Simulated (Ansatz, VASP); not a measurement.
One calculation of Sc2BSb3, two programs

```
Sc B Sb
1.0
     3.76864    0.00000    0.00000
     0.00000    3.76864    0.00000
     0.00000    0.00000    8.81999
Sc B Sb
2 1 3
Direct
  0.50000 0.00000 0.24580
  0.00000 0.50000 0.75420
  0.00000 0.00000 0.00000
  0.50000 0.00000 0.60699
  0.00000 0.50000 0.39301
  0.50000 0.50000 0.00000
```

Change from the starting cell: species swapped into the Ti2CuSb3 type (P-4m2, No. 115).

Alike in both runs: functional PBE; k mesh 4 × 4 × 2; occupations gaussian, width 0.1 eV; no spin polarisation.

Ansatz relaxed the structure, and its values are those at the end. VASP's run is a single point on that final structure, the one shown.

|  | VASP | Ansatz |
| --- | --- | --- |
| version | VASP 6.6.1 | Ansatz 0.2.0 |
| potentials or method | VASP PAW PBE potentials, release 64 (Sc_sv, B, Sb), cutoff 520 eV | scalar-relativistic, plane waves, PAW |
| valence electrons in the cell | 40 | 70 |

Ansatz gave:

| Item | Value |
| --- | --- |
| gap on the k mesh at the Fermi level (eV) | none |
| pressure (GPa) | 0.0 |
| rms of the force components (eV/Å) | 0.004 |

Which values does VASP return?

gap on the k mesh at the Fermi level (eV): none; pressure (GPa): 0.0; rms of the force components (eV/Å): 0.003.

A gap of «none» marks a metal or a gap that the smearing closes. VASP's potentials hold 40 valence electrons a cell and Ansatz's 70, so a difference there can come from the potentials and not from the codes.

The k mesh is coarse, so the values compare programs but aren't converged. Spin-orbit coupling is off throughout.
